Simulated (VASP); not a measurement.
Runs of VASP 6.6.1 on HfC (lda). The structure is that of space group Fm-3m (No. 225), or close to it. The cells are those of the table. 

```csv
task,cell,k mesh,gap on the mesh (eV),pressure (GPa),relaxed volume (Å³/atom)
single point,"a = 3.233 Å, angles 60.0°, 2 atoms",8 × 8 × 8,none,0.5,-
relaxation of cell and atoms,"relaxed from a = 3.277 Å, angles 60.0°, 2 atoms",8 × 8 × 8,none,-0.2,11.99
single point,"a = 3.277 Å, angles 60.0°, 2 atoms",6 × 6 × 6,none,-9.4,-
single point,"a = 3.233 Å, angles 60.0°, 2 atoms",16 × 16 × 16,none,0.5,-
relaxation of cell and atoms,"relaxed from a = 3.233 Å, angles 60.0°, 2 atoms",16 × 16 × 16,none,0.0,(a)
```

Alike in all rows: level LDA; potentials or basis VASP PAW LDA potentials, release 64 (Hf_pv, C); no spin polarisation; cutoff (eV) 600; smearing gaussian 0.1 eV.

Question: Estimate the missing entries.

Answer: (a) 11.98.

Caveats: some runs use coarse meshes; spin-orbit coupling is left out, which moves the levels of the heavy elements.

A k mesh can miss the band edges, and the runs leave out spin-orbit coupling on Hf.

A gap of «none» marks levels without a gap at the run's occupations.
